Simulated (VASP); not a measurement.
Input of a VASP 6.6.1 run:

INCAR

```
SYSTEM = LiAl16
PREC = Accurate
ENCUT = 520
EDIFF = 1E-6
ISMEAR = 0
SIGMA = 0.05
LREAL = Auto
LASPH = .TRUE.
NELM = 80
ALGO = Normal
ISIF = 2
LWAVE = .FALSE.
LCHARG = .FALSE.
GGA = PE
NBANDS = 40
```

KPOINTS

```
regular mesh
0
G
  3 4 1
  0 0 0
```

The input POSCAR:

```
LiAl16
1.0
    8.1000000000      0.0000000000      0.0000000000
    0.0000000000      5.7275650000      0.0000000000
    0.0000000000      0.0000000000     16.2956740000
Al Li
16 1
Direct
    0.2500000000      0.2499999564      0.0613659797
    0.7500000000      0.2499999564      0.0613659797
    0.2500000000      0.7500000436      0.0613659797
    0.7500000000      0.7500000436      0.0613659797
    0.0056577778     -0.0016640579      0.1435879240
    0.4971683951     -0.0010346456      0.1437722060
    0.0016777778      0.4971971510      0.1431841359
    0.5009619753      0.4976912527      0.1434887566
    0.2548046914      0.2532969944      0.2407611983
    0.7544195062      0.2371817692      0.2341530642
    0.2546567901      0.7479998918      0.2372499597
    0.7544146914      0.7522198351      0.2341450866
    0.0068934568     -0.0084802180      0.3219828772
    0.5047344444     -0.0087277927      0.3221211347
   -0.0120950617      0.4903268667      0.3169590899
    0.5234501235      0.4899376960      0.3174679979
    0.2551639506      0.5864258197      0.4053335259
```

Potentials or basis: VASP PAW PBE potentials, release 64 (Al, Li_sv).

The run is started by

```bash
$ cat potpaw_PBE.64/Al/POTCAR potpaw_PBE.64/Li_sv/POTCAR > POTCAR
$ mpirun -np 1 vasp_std > vasp.out
```

Problem. Estimate the largest force.

Solution. 0.190 eV/Å.

Forces on the atoms (eV/Å):
```
Al   0.013 -0.027  0.044
Al  -0.003 -0.012 -0.012
Al   0.012 -0.003 -0.016
Al   0.000 -0.033 -0.012
Al   0.001 -0.003  0.001
Al   0.005 -0.002  0.002
Al  -0.002 -0.007 -0.003
Al  -0.001 -0.004 -0.003
Al  -0.001  0.002  0.001
Al  -0.003 -0.014  0.010
Al  -0.002  0.000 -0.019
Al  -0.003 -0.012  0.007
Al   0.009 -0.015  0.000
Al  -0.017 -0.017 -0.001
Al   0.006 -0.022 -0.001
Al  -0.014 -0.021  0.002
Li  -0.002  0.190  0.001
```
